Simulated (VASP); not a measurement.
Runs of VASP 6.6.1 on NaHgI2. The structure is that of space group P4/mmm (No. 123), or close to it. The cells are those of the table. 

```csv
cell,k mesh,gap on the mesh (eV),largest force (eV/Å),work function (eV)
"a = 4.328, b = 4.328, c = 34.382 Å, 4 atoms",4 × 4 × 1,none,-,-
"a = 4.328, b = 4.328, c = 34.382 Å, 4 atoms",12 × 12 × 1,none,-,-
"a = 4.571, b = 4.571, c = 32.111 Å, 4 atoms",4 × 4 × 1,none,1.10,6.87
"a = 4.374, b = 4.374, c = 35.468 Å, 4 atoms",12 × 12 × 1,none,0.01,(a)
```

Alike in all rows: task single point; level PBE; potentials or basis VASP PAW PBE potentials, release 64 (Na_pv, Hg, I); no spin polarisation; cutoff (eV) 520; smearing gaussian 0.1 eV.

Question: Fill in the values left out.

Answer: (a) 6.73.

Caveats: some runs use coarse meshes; spin-orbit coupling is left out, which moves the levels of the heavy elements; an odd number of electrons without spin polarisation forces a metal; a magnetic or distorted state may lie lower.

A k mesh can miss the band edges, and the runs leave out spin-orbit coupling on Hg, I.

A gap of «none» marks levels without a gap at the run's occupations.
